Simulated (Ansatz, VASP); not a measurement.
**Mg3CdSe4: VASP beside Ansatz**

```xyz
8
Lattice="-2.7868 2.7868 5.5858 2.7868 -2.7868 5.5858 2.7868 2.7868 -5.5858" Properties=species:S:1:pos:R:3 pbc="T T T"
Mg    0.0000    0.0000    5.5858
Mg    0.0000    2.7868    2.7929
Mg    2.7868    0.0000    2.7929
Cd    0.0000    0.0000    0.0000
Se    0.0000    0.0000    8.3044
Se    0.0000    0.0000    2.8673
Se    0.0000    2.7868    0.0000
Se    2.7868    0.0000    0.0000
```

Alike in both runs: functional PBE; k mesh 4 × 4 × 4; occupations gaussian, width 0.1 eV; no spin polarisation.

Ansatz relaxed the structure, and its values are those at the end. VASP's run is a single point on that final structure, the one shown.

|  | VASP | Ansatz |
| --- | --- | --- |
| version | VASP 6.6.1 | Ansatz 0.2.0 |
| potentials or method | VASP PAW PBE potentials, release 64 (Mg, Cd, Se), cutoff 520 eV | scalar-relativistic, plane waves, PAW |
| valence electrons in the cell | 42 | 114 |

|  | VASP | Ansatz | Ansatz less VASP |
| --- | --- | --- | --- |
| gap on the k mesh at the Fermi level (eV) | 0.26 | 0.28 | +0.012 |
| least direct gap on the mesh (eV) | 0.98 | 1.00 | +0.019 |
| pressure (GPa) | 0.0 | 0.0 | -0.01 |
| rms of the force components (eV/Å) | 0.002 | 0.004 | +0.0019 |

VASP's potentials hold 42 valence electrons a cell and Ansatz's 114, so a difference there can come from the potentials and not from the codes.
